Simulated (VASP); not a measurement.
# BaTiO3 (Amm2) in VASP: single point with r2SCAN

Aim: the single point of BaTiO3 with r2SCAN.

Everything below comes from runs of VASP 6.6.1. Logs are shortened: lines on timing, memory, paths and dates and some standing lists are left out, and cuts for length are marked.

**1. The cell of the first run**

It takes space group Amm2 (No. 38, orthorhombic). The conventional cell has a = 4.013 Å, b = 5.712 Å, c = 5.729 Å, α = 90.00°, β = 90.00°, γ = 90.00°. Ba (site symmetry mm2) has 12 O at 2.79 to 2.94 Å and 8 Ti at 3.44 to 3.56 Å within 3.7 Å. Ti (site symmetry mm2) has 6 O at 1.94 to 2.11 Å within 2.6 Å. O (site symmetry mm2) has 2 Ti at 2.01 Å and 4 Ba at 2.79 to 2.94 Å and 8 O at 2.84 to 2.86 Å within 3.0 Å. O (site symmetry m) has 2 Ti at 1.94 to 2.11 Å within 2.6 Å.

**2. Single point, r2SCAN**

Contents of POSCAR:

```
BaTiO3
1.0
   -8.0252552800      0.0000000000      0.0000000000
    0.0000000000     -2.8562096000      2.8645157500
    0.0000000000      2.8562096000      2.8645157500
Ba Ti O
2 2 6
Direct
    0.0000000000      0.0000000000      0.0000000000
    0.5000000000      0.0000000000      0.0000000000
    0.2500000000      0.5124000000      0.5124000000
    0.7500000000      0.5124000000      0.5124000000
    0.0000000000      0.4874000000      0.4874000000
    0.5000000000      0.4874000000      0.4874000000
    0.2500000000      0.9918400000      0.5052400000
    0.7500000000      0.9918400000      0.5052400000
    0.2500000000      0.5052400000      0.9918400000
    0.7500000000      0.5052400000      0.9918400000
```

Contents of INCAR.step1:

```
SYSTEM = BaTiO3
  PREC = Accurate
  ENCUT = 520
  ISMEAR = 1
  SIGMA = 0.0977
  LREAL = .False.
  LASPH = .True.
  NELM = 60
  NBANDS = 51
  GGA = PE
  ALGO = Normal
  EDIFF = 1E-4
  LWAVE = .True.
  LCHARG = .False.
```

Contents of INCAR.step2:

```
SYSTEM = BaTiO3
  PREC = Accurate
  ENCUT = 520
  EDIFF = 1E-6
  ISMEAR = 1
  SIGMA = 0.0977
  LREAL = .False.
  LASPH = .True.
  NELM = 60
  ALGO = Normal
  ISIF = 2
  LWAVE = .False.
  LCHARG = .False.
  METAGGA = R2SCAN
  LMIXTAU = .True.
  NBANDS = 51
  ISTART = 1
```

Contents of KPOINTS:

```
regular mesh
0
Gamma
  3 6 6
  0 0 0
```

Potentials or basis: VASP PAW PBE potentials, release 64 (Ba_sv, Ti_sv, O).

Started as:

```
> cat potpaw_PBE.64/Ba_sv/POTCAR potpaw_PBE.64/Ti_sv/POTCAR potpaw_PBE.64/O/POTCAR > POTCAR
> cp INCAR.step1 INCAR
> mpirun -np 1 vasp_std > vasp.out
> cp INCAR.step2 INCAR
> mpirun -np 1 vasp_std > vasp.out
```

OUTCAR:

```text
SYSTEM = BaTiO3
   PREC = Accurate
   ENCUT = 520
   EDIFF = 1E-6
   ISMEAR = 1
   LREAL = .False.
   LASPH = .True.
   NELM = 60
   ISIF = 2
   METAGGA = R2SCAN
   ISTART = 1

 ion  position               nearest neighbor table
   1  0.000  0.000  0.000-   5 2.79   7 2.83   8 2.83   9 2.83  10 2.83   5 2.86   5 2.86   8 2.86
                             9 2.86  10 2.86   7 2.86   5 2.94   3 3.44   4 3.44   3 3.49   4 3.49
   2  0.500  0.000  0.000-   6 2.79   7 2.83   8 2.83   9 2.83  10 2.83   6 2.86   6 2.86   8 2.86
                             9 2.86  10 2.86   7 2.86   6 2.94   3 3.44   4 3.44   3 3.49   4 3.49
   3  0.250  0.512  0.512-   7 1.94   9 1.94   5 2.01   6 2.01   9 2.11   7 2.11   1 3.44   2 3.44
                             1 3.49   1 3.49   2 3.49   2 3.49   1 3.56   2 3.56
   4  0.750  0.512  0.512-   8 1.94  10 1.94   5 2.01   6 2.01  10 2.11   8 2.11   1 3.44   2 3.44
                             1 3.49   1 3.49   2 3.49   2 3.49   1 3.56   2 3.56
   5  0.000  0.487  0.487-   3 2.01   4 2.01   1 2.79   1 2.86   1 2.86   1 2.94
   6  0.500  0.487  0.487-   3 2.01   4 2.01   2 2.79   2 2.86   2 2.86   2 2.94
   7  0.250  0.992  0.505-   3 1.94   3 2.11   2 2.83   1 2.83   1 2.86   2 2.86
   8  0.750  0.992  0.505-   4 1.94   4 2.11   2 2.83   1 2.83   1 2.86   2 2.86
   9  0.250  0.505  0.992-   3 1.94   3 2.11   2 2.83   1 2.83   1 2.86   2 2.86
  10  0.750  0.505  0.992-   4 1.94   4 2.11   2 2.83   1 2.83   1 2.86   2 2.86

  LATTYP: Found a base centered orthorhombic cell.
 ALAT       =     5.7124192000
 B/A-ratio  =     1.0029081024
 C/A-ratio  =     1.4048785635

  Lattice vectors:

 A1 = (   0.0000000000,  -2.8562096000,  -2.8645157500)
 A2 = (   0.0000000000,  -2.8562096000,   2.8645157500)
 A3 = (  -8.0252552800,   0.0000000000,   0.0000000000)

Analysis of symmetry for initial positions (statically):
=====================================================================
 Subroutine PRICEL returns following result:

  LATTYP: Found a base centered orthorhombic cell.
 ALAT       =     5.7124192000
 B/A-ratio  =     1.0029081024
 C/A-ratio  =     0.7024392818

  Lattice vectors:

 A1 = (   0.0000000000,  -2.8562096000,  -2.8645157500)
 A2 = (   0.0000000000,  -2.8562096000,   2.8645157500)
 A3 = (  -4.0126276400,   0.0000000000,   0.0000000000)

   2 primitive cells build up your supercell.

 Routine SETGRP: Setting up the symmetry group for a
 base centered orthorhombic supercell.

 Subroutine GETGRP returns: Found  4 space group operations
 (whereof  4 operations were pure point group operations)
 out of a pool of  8 trial point group operations.

The static configuration has the point symmetry C_2v.

Analysis of symmetry for dynamics (positions and initial velocities):
=====================================================================
 Subroutine PRICEL returns following result:

  LATTYP: Found a base centered orthorhombic cell.
 ALAT       =     5.7124192000
 B/A-ratio  =     1.0029081024
 C/A-ratio  =     0.7024392818

  Lattice vectors:

 A1 = (   0.0000000000,  -2.8562096000,  -2.8645157500)
 A2 = (   0.0000000000,  -2.8562096000,   2.8645157500)
 A3 = (  -4.0126276400,   0.0000000000,   0.0000000000)

   2 primitive cells build up your supercell.

 Routine SETGRP: Setting up the symmetry group for a
 base centered orthorhombic supercell.

 Subroutine GETGRP returns: Found  4 space group operations
 (whereof  4 operations were pure point group operations)
 out of a pool of  8 trial point group operations.

The dynamic configuration has the point symmetry C_2v.

 Subroutine INISYM returns: Found  4 space group operations
 (whereof  4 operations are pure point group operations),
 and found     2 'primitive' translations

----------------------------------------------------------------------------------------

                                     Primitive cell

  volume of cell :      65.6599

  direct lattice vectors                    reciprocal lattice vectors
     0.000000000 -2.856209600 -2.864515750     0.000000000 -0.175057181 -0.174549573
     0.000000000 -2.856209600  2.864515750     0.000000000 -0.175057181  0.174549573
    -4.012627640  0.000000000  0.000000000    -0.249213256  0.000000000  0.000000000

  length of vectors
     4.045167952  4.045167952  4.012627640     0.247209567  0.247209567  0.249213256

  position of ions in fractional coordinates (direct lattice)
     0.000000000  0.000000000  0.000000000
     0.487600000  0.512400000  0.500000000
     0.512600000  0.487400000  0.000000000
     0.494760000  0.991840000  0.500000000
     0.008160000  0.505240000  0.500000000

  ion indices of the primitive-cell ions
   primitive index   ion index
                 1           1
                 2           3
                 3           5
                 4           7
                 5           9

----------------------------------------------------------------------------------------

 KPOINTS: regular mesh

Automatic generation of k-mesh.
 Grid dimensions read from file:
 generate k-points for:    3    6    6

 Generating k-lattice:

  Cartesian coordinates                     Fractional coordinates (reciprocal lattice)
    -0.041535543  0.000000000  0.000000000     0.333333333  0.000000000  0.000000000
     0.000000000 -0.029176197  0.029091595     0.000000000  0.166666667 -0.000000000
     0.000000000  0.029176197  0.029091595     0.000000000 -0.000000000  0.166666667

  Length of vectors
     0.041535543  0.041201594  0.041201594

  Shift w.r.t. Gamma in fractional coordinates (k-lattice)
     0.000000000  0.000000000  0.000000000

 Subroutine IBZKPT returns following result:
 ===========================================

 Found     26 irreducible k-points:

 Following reciprocal coordinates:
            Coordinates               Weight
  0.000000  0.000000  0.000000      1.000000
  0.333333  0.000000  0.000000      2.000000
  0.000000  0.166667  0.000000      4.000000
  0.333333  0.166667  0.000000      8.000000
  0.000000  0.333333  0.000000      4.000000
  0.333333  0.333333  0.000000      8.000000
[... 16 lines left out ...]
  0.000000 -0.333333  0.333333      2.000000
  0.333333 -0.333333  0.333333      4.000000
 [... further k-points ...]
   k-points           NKPTS =     26   k-points in BZ     NKDIM =     26   number of bands    NBANDS=     51
   number of dos      NEDOS =    301   number of ions     NIONS =     10
   total plane-waves  NPLWV =  54000
   dimension x,y,z NGX =    60 NGY =   30 NGZ =   30
   dimension x,y,z NGXF=   120 NGYF=   60 NGZF=   60
   ions per type =               2   2   6
   NGX,Y,Z   is equivalent  to a cutoff of  12.43, 12.33, 12.33 a.u.
   NGXF,Y,Z  is equivalent  to a cutoff of  24.86, 24.66, 24.66 a.u.
 SYSTEM =  BaTiO3
   PREC   = accura    normal or accurate (medium, high low for compatibility)
   ISTART =      1    job   : 0-new  1-cont  2-samecut
   ICHARG =      0    charge: 1-file 2-atom 10-const
   ISPIN  =      1    spin polarized calculation?
   LNONCOLLINEAR =      F non collinear calculations
   LSORBIT =      F    spin-orbit coupling
   LASPH  =      T    aspherical Exc in radial PAW
   ENCUT  =  520.0 eV  38.22 Ry    6.18 a.u.  14.92  7.52  7.52*2*pi/ulx,y,z
   NELM   =     60;   NELMIN=  2; NELMDL=  0     # of ELM steps
   EDIFF  = 0.1E-05   stopping-criterion for ELM
   LREAL  =      F    real-space projection
   EDIFFG = 0.1E-04   stopping-criterion for IOM
   NSW    =      0    number of steps for IOM
   IBRION =     -1    ionic relax: 0-MD 1-quasi-New 2-CG
   NFREE  =      0    steps in history (QN), initial steepest desc. (CG)
   ISIF   =      2    stress and relaxation
   ISYM   =      2    0-nonsym 1-usesym 2-fastsym
   POTIM  = 0.5000    time-step for ionic-motion
   TEBEG  =    0.0;   TEEND  =   0.0 temperature during run
   PSTRESS=    0.0 pullay stress
   NELECT =      80.0000    total number of electrons
   NUPDOWN=      -1.0000    fix difference up-down
   EMIN   =  10.00;   EMAX   =-10.00  energy-range for DOS
   EFERMI =   0.00;   METHOD = LEGACY
   ISMEAR =     1;   SIGMA  =   0.10  broadening in eV -4-tet -1-fermi 0-gaus
   EFERMI_NEDOS =   21; number of points for ismear=-14 and -15
   IALGO  =     38    algorithm
   IMIX   =      4    mixing-type and parameters
     AMIX     =   0.40;   BMIX     =  1.00
     AMIX_MAG =   1.60;   BMIX_MAG =  1.00
  volume/ion in A,a.u.               =      13.13        88.62
  Fermi-wavevector in a.u.,A,eV,Ry     =   1.387804  2.622569 26.204817  1.926000
  Thomas-Fermi vector in A             =   2.511990
   LORBIT       =      0    0 simple, 1 ext, 2 COOP (PROOUT), +10 PAW based schemes
   METAGGA = R2SCAN    functional components
   LHFCALC =     F    Hartree Fock is set to
   AEXX    =    0.0000 exact exchange contribution
   IVDW    =     0    specifies the selected vdW correction
   LEPSILON=     F    determine dielectric tensor
   LRPA    =     F    only Hartree local field effects (RPA)
 non-spin polarized calculation
 Methfessel and Paxton  Order N= 1 SIGMA  =   0.10
  energy-cutoff  :      520.00
  volume of cell :      131.32
 maximum number of plane-waves:      3558
 NGX is ok and might be reduce to    60
   NGX = 29   NGY = 15   NGZ = 15

 number of electron      79.9999988 magnetization

 Free energy of the ion-electron system (eV)
  ---------------------------------------------------
  ext. energy  EPLUGINS =         0.00000000
  ---------------------------------------------------
  free energy    TOTEN  =      -148.45919582 eV

  energy without entropy =     -148.46028059  energy(sigma->0) =     -148.45955741

 E-fermi :   3.3947     XC(G=0): -11.7800

 val. band max:        3.3488448341   @ k =   0.0000   0.5000   0.5000
 cond. band min:       5.5398023919   @ k =   0.0000   0.0000   0.0000
 fundamental gap:      2.1909575578
 Fermi energy:         3.3947289236

 k-point     1 :       0.0000    0.0000    0.0000
  band No.  band energies     occupation
      1     -55.5559      2.00000
      2     -55.5549      2.00000
      3     -30.7553      2.00000
      4     -30.7164      2.00000
      5     -30.7156      2.00000
      6     -30.7145      2.00000
[... 1285 lines left out ...]
     50      10.3119      0.00000
     51      11.5453      0.00000

 [... further k-points ...]

------------------------ aborting loop because EDIFF is reached ----------------------------------------

  FORCE on cell =-STRESS in cart. coord.  units (eV):
  Direction    XX          YY          ZZ          XY          YZ          ZX
  --------------------------------------------------------------------------------------
  -------------------------------------------------------------------------------------
  Total       -1.9278687     -1.8223228     -2.3418509      0.0000000      0.0000000      0.0000000
  in kB      -23.5211138    -22.2333931    -28.5719371      0.0000000      0.0000000      0.0000000
  external PRESSURE =     -24.7754813 kB  Pullay stress =       0.0000000 kB

 VOLUME and BASIS-vectors are now :
 -----------------------------------------------------------------------------
  energy-cutoff  :      520.00
  volume of cell :      131.32
      direct lattice vectors                 reciprocal lattice vectors
    -8.025255280  0.000000000  0.000000000    -0.124606628  0.000000000  0.000000000
     0.000000000 -2.856209600  2.864515750     0.000000000 -0.175057181  0.174549573
     0.000000000  2.856209600  2.864515750     0.000000000  0.175057181  0.174549573

 POSITION                                       TOTAL-FORCE (eV/Angst)
 -----------------------------------------------------------------------------------
      0.00000      0.00000      0.00000         0.000000      0.000000      0.157596
     -4.01263      0.00000      0.00000         0.000000      0.000000      0.157596
     -2.00631      0.00000      2.93556         0.000000      0.000000      0.226174
     -6.01894      0.00000      2.93556        -0.000000      0.000000      0.226174
      0.00000      0.00000      2.79233         0.000000      0.000000      0.273876
     -4.01263      0.00000      2.79233         0.000000      0.000000      0.273876
     -2.00631     -1.38983      4.28841         0.000000      0.059254     -0.328823
     -6.01894     -1.38983      4.28841         0.000000      0.059254     -0.328823
     -2.00631      1.38983      4.28841         0.000000     -0.059254     -0.328823
     -6.01894      1.38983      4.28841         0.000000     -0.059254     -0.328823
 -----------------------------------------------------------------------------------
    total drift:                               -0.000000     -0.000002      0.009257

  FREE ENERGIE OF THE ION-ELECTRON SYSTEM (eV)
  ---------------------------------------------------
  free  energy   TOTEN  =      -148.4591958212 eV

  energy  without entropy=     -148.4602805887  energy(sigma->0) =     -148.45955741
```

Wall time 12 min (1 thread of Intel Xeon 8259CL, shared host); peak memory 0.33 GiB.

Results:

| Property | Result |
| --- | --- |
| Free energy | -148.4592 eV |
| Pressure | -2.5 GPa |
| Largest force | 0.334 eV/Å |
| Band gap on the k mesh | 2.19 eV |

Forces on the atoms (eV/Å):
```
Ba   0.000  0.000  0.158
Ba   0.000  0.000  0.158
Ti   0.000  0.000  0.226
Ti   0.000  0.000  0.226
O    0.000  0.000  0.274
O    0.000  0.000  0.274
O    0.000  0.059 -0.329
O    0.000  0.059 -0.329
O    0.000 -0.059 -0.329
O    0.000 -0.059 -0.329
```

Stress tensor (GPa, compression positive):
```
-2.35  0.00  0.00
 0.00 -2.22  0.00
 0.00  0.00 -2.86
```

Caveat: the PAW data sets were made with another functional, which shifts forces and pressure a little; spin-orbit coupling is left out, which moves the levels of the heavy elements; an odd mesh through Γ misses points on the zone boundary, where band edges can lie.
